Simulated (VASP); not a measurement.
A run of VASP 6.6.1:

File INCAR:

```
  PREC = Accurate
  ENCUT = 520
  EDIFF = 1E-6
  ISMEAR = -1
  SIGMA = 0.02
  LREAL = F
  LASPH = T
  NELM = 60
  ALGO = Normal
  ISIF = 2
  LWAVE = F
  LCHARG = F
  GGA = PE
  NBANDS = 17
```

KPOINTS

```
regular mesh
0
Gamma
  6 6 6
```

The input POSCAR:

```
SnTe
1.0
    2.2602232015      1.3049404738      3.7720118794
   -2.2602232015      1.3049404738      3.7720118794
    0.0000000000     -2.6098809477      3.7720118794
Sn Te
1 1
Direct
    1.0004730313      1.0004730313      1.0004730313
    0.5205269687      0.5205269687      0.5205269687
```

Potentials or basis: VASP PAW PBE potentials, release 64 (Sn_d, Te).

Command:

```bash
$ cat potpaw_PBE.64/Sn_d/POTCAR potpaw_PBE.64/Te/POTCAR > POTCAR
$ mpirun -np 1 vasp_std > vasp.out
```

Hardware: 1 thread of Intel(R) Xeon(R) Platinum 8488C (Sapphire Rapids) (shared host).

**Question.** Estimate the wall time of this run.

**Answer.** Wall time 49 s on 1 thread of Intel(R) Xeon(R) Platinum 8488C (Sapphire Rapids) (shared host), peak memory 0.22 GiB. Counts: scf iterations 12, k points 32.
